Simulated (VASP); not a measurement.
# Mo in VASP: single point with PBE

Aim: the single point of Mo with PBE.

All numbers are computed with VASP 6.6.1; they aren't measurements. Logs are shortened: lines on timing, memory, paths and dates and some standing lists are left out, and cuts for length are marked.

## (1) The cell of the first run

The cell holds a slab with vacuum, 6 atoms: a = 2.850 Å, b = 2.850 Å, c = 25.075 Å, α = 90.00°, β = 90.00°, γ = 90.00°.

## (2) Single point, PBE

Input file INCAR:

```
  ALGO = Normal
  DIPOL = 0.5 0.5 0.500
  EDIFF = 1E-7
  ENCUT = 520
  GGA = PE
  IDIPOL = 3
  ISIF = 2
  ISMEAR = -1
  LASPH = True
  LCHARG = False
  LDIPOL = True
  LREAL = False
  LWAVE = False
  NBANDS = 51
  NELM = 100
  PREC = Accurate
  SIGMA = 0.05
```

Input file KPOINTS:

```
k-points
0
Gamma
  9 9 1
```

Input file POSCAR:

```
Mo
1.0
    2.8496403282      0.0000000000      0.0000000000
    0.0000000000      2.8496403282      0.0000000000
    0.0000000000      0.0000000000     25.0750000000
Mo
6
Direct
    0.5000000000      0.5000000000      0.2991026919
    0.0000000000      0.0000000000      0.3794616152
    0.5000000000      0.5000000000      0.4598205384
    0.0000000000      0.0000000000      0.5401794616
    0.5000000000      0.5000000000      0.6205383848
    0.0000000000      0.0000000000      0.7008973081
```

Potentials or basis: VASP PAW PBE potentials, release 64 (Mo_sv).

Started as:

```sh
> cat potpaw_PBE.64/Mo_sv/POTCAR > POTCAR
> mpirun -np 1 vasp_std > vasp.out
```

OUTCAR:

```text
EDIFF = 1E-7
   ENCUT = 520
   GGA = PE
   ISIF = 2
   ISMEAR = -1
   LASPH = True
   LREAL = False
   NELM = 100
   PREC = Accurate

 ion  position               nearest neighbor table
   1  0.500  0.500  0.299-   2 2.85   2 2.85   2 2.85   2 2.85
   2  0.000  0.000  0.379-   3 2.85   3 2.85   3 2.85   3 2.85   1 2.85   1 2.85   1 2.85   1 2.85

   3  0.500  0.500  0.460-   4 2.85   4 2.85   4 2.85   4 2.85   2 2.85   2 2.85   2 2.85   2 2.85

   4  0.000  0.000  0.540-   3 2.85   3 2.85   3 2.85   3 2.85   5 2.85   5 2.85   5 2.85   5 2.85

   5  0.500  0.500  0.621-   4 2.85   4 2.85   4 2.85   4 2.85   6 2.85   6 2.85   6 2.85   6 2.85

   6  0.000  0.000  0.701-   5 2.85   5 2.85   5 2.85   5 2.85

  LATTYP: Found a simple tetragonal cell.
 ALAT       =     2.8496403282
 C/A-ratio  =     8.7993560983

  Lattice vectors:

 A1 = (   2.8496403282,   0.0000000000,   0.0000000000)
 A2 = (   0.0000000000,   2.8496403282,   0.0000000000)
 A3 = (   0.0000000000,   0.0000000000,  25.0750000000)

Analysis of symmetry for initial positions (statically):
=====================================================================
 Subroutine PRICEL returns:
 Original cell was already a primitive cell.

 Routine SETGRP: Setting up the symmetry group for a
 simple tetragonal supercell.

 Subroutine GETGRP returns: Found 16 space group operations
 (whereof  8 operations were pure point group operations)
 out of a pool of 16 trial point group operations.

The static configuration has the point symmetry C_4v.
 The point group associated with its full space group is D_4h.

Analysis of symmetry for dynamics (positions and initial velocities):
=====================================================================
 Subroutine PRICEL returns:
 Original cell was already a primitive cell.

 Routine SETGRP: Setting up the symmetry group for a
 simple tetragonal supercell.

 Subroutine GETGRP returns: Found 16 space group operations
 (whereof  8 operations were pure point group operations)
 out of a pool of 16 trial point group operations.

The dynamic configuration has the point symmetry C_4v.
 The point group associated with its full space group is D_4h.

 Subroutine INISYM returns: Found 16 space group operations
 (whereof  8 operations are pure point group operations),
 and found     1 'primitive' translations

----------------------------------------------------------------------------------------

                                     Primitive cell

  volume of cell :     203.6203
[... 97 lines left out ...]
   PSTRESS=    0.0 pullay stress
   NELECT =      84.0000    total number of electrons
   NUPDOWN=      -1.0000    fix difference up-down
   EMIN   =  10.00;   EMAX   =-10.00  energy-range for DOS
   EFERMI =   0.00;   METHOD = LEGACY
   ISMEAR =    -1;   SIGMA  =   0.05  broadening in eV -4-tet -1-fermi 0-gaus
   EFERMI_NEDOS =   21; number of points for ismear=-14 and -15
   IALGO  =     38    algorithm
   IMIX   =      4    mixing-type and parameters
     AMIX     =   0.40;   BMIX     =  1.00
     AMIX_MAG =   1.60;   BMIX_MAG =  1.00
  volume/ion in A,a.u.               =      33.94       229.02
  Fermi-wavevector in a.u.,A,eV,Ry     =   1.218693  2.302995 20.207538  1.485212
  Thomas-Fermi vector in A             =   2.353971
   LORBIT       =      0    0 simple, 1 ext, 2 COOP (PROOUT), +10 PAW based schemes
   GGA     = PE    functional components
   LHFCALC =     F    Hartree Fock is set to
   AEXX    =    0.0000 exact exchange contribution
   IVDW    =     0    specifies the selected vdW correction
   LEPSILON=     F    determine dielectric tensor
   LRPA    =     F    only Hartree local field effects (RPA)
 non-spin polarized calculation
  energy-cutoff  :      520.00
  volume of cell :      203.62
 maximum number of plane-waves:      5533
 NGX is ok and might be reduce to    24
   NGX = 11   NGY = 11   NGZ = 93

 dipolmoment           0.000000      0.000000     -0.000000 electrons x Angstroem

 number of electron      84.0000013 magnetization

 dipolmoment           0.000000      0.000000      0.000000 electrons x Angstroem

 Free energy of the ion-electron system (eV)
  ---------------------------------------------------
  ext. energy  EPLUGINS =         0.00000000
  ---------------------------------------------------
  free energy    TOTEN  =       -60.30387333 eV

  energy without entropy =      -60.22958452  energy(sigma->0) =      -60.26672893

 E-fermi :   3.4099     XC(G=0):  -7.2143

 val. band max:        3.3856701975   @ k =   0.1111   0.0000   0.0000
 cond. band min:       3.4338195772   @ k =   0.3333   0.0000   0.0000
 fundamental gap:      0.0481493798
 Fermi energy:         3.4099369882

 k-point     1 :       0.0000    0.0000    0.0000
  band No.  band energies     occupation
      1     -57.4206      2.00000
      2     -57.4168      2.00000
      3     -57.3060      2.00000
      4     -57.2817      2.00000
      5     -57.1902      2.00000
      6     -57.0815      2.00000
[... 799 lines left out ...]
     50       7.4418      0.00000
     51       7.4800      0.00000

------------------------ aborting loop because EDIFF is reached ----------------------------------------

 vacuum level on the upper side and lower side of the slab       (xc-potential included)        -0.136        -0.136

  FORCE on cell =-STRESS in cart. coord.  units (eV):
  Direction    XX          YY          ZZ          XY          YZ          ZX
  --------------------------------------------------------------------------------------
  -------------------------------------------------------------------------------------
  Total       -8.9643518     -8.9643518     -3.3943584      0.0000000      0.0000000     -0.0000000
  in kB      -70.5356119    -70.5356119    -26.7083610      0.0000000      0.0000000     -0.0000000
  external PRESSURE =     -55.9265282 kB  Pullay stress =       0.0000000 kB

 VOLUME and BASIS-vectors are now :
 -----------------------------------------------------------------------------
  energy-cutoff  :      520.00
  volume of cell :      203.62
      direct lattice vectors                 reciprocal lattice vectors
     2.849640328  0.000000000  0.000000000     0.350921479  0.000000000  0.000000000
     0.000000000  2.849640328  0.000000000     0.000000000  0.350921479  0.000000000
     0.000000000  0.000000000 25.075000000     0.000000000  0.000000000  0.039880359

 POSITION                                       TOTAL-FORCE (eV/Angst)
 -----------------------------------------------------------------------------------
      1.42482      1.42482      7.50000        -0.000000      0.000000      0.488137
      0.00000      0.00000      9.51500        -0.000000      0.000000     -0.224819
      1.42482      1.42482     11.53000         0.000000     -0.000000     -0.100269
      0.00000      0.00000     13.54500        -0.000000      0.000000      0.100269
      1.42482      1.42482     15.56000        -0.000000      0.000000      0.224819
      0.00000      0.00000     17.57500        -0.000000      0.000000     -0.488137
 -----------------------------------------------------------------------------------
    total drift:                                0.000000      0.000000     -0.000000

  FREE ENERGIE OF THE ION-ELECTRON SYSTEM (eV)
  ---------------------------------------------------
  free  energy   TOTEN  =       -60.3038733318 eV

  energy  without entropy=      -60.2295845185  energy(sigma->0) =      -60.26672893

 vacuum level on the upper side and lower side of the slab         7.647         7.647
```

stdout:

```text
POSCAR found type information on POSCAR Mo
 POSCAR found :  1 types and       6 ions
 scaLAPACK will be used
 LDA part: xc-table for (Slater+PW92), standard interpolation
 POSCAR, INCAR and KPOINTS ok, starting setup
 FFT: planning ... GRIDC
 FFT: planning ... GRID_SOFT
 FFT: planning ... GRID
 WAVECAR not read
 entering main loop
```

Run time: 3.4 min. Hardware: 1 thread of Intel Xeon Platinum 8559C (Emerald Rapids), shared host; peak memory 0.38 GiB.

What came out:

```yaml
Free_energy: -60.3039 eV
Largest_force: 0.488 eV/Å
Band_gap_on_the_k_mesh: zero (band 42 reaches 4.83 eV, above the bottom of band 43 at 3.14 eV)
```

Forces in eV/Å, atoms in the order of the input:
```
Mo   0.000  0.000  0.488
Mo   0.000  0.000 -0.225
Mo   0.000  0.000 -0.100
Mo   0.000  0.000  0.100
Mo   0.000  0.000  0.225
Mo   0.000  0.000 -0.488
```
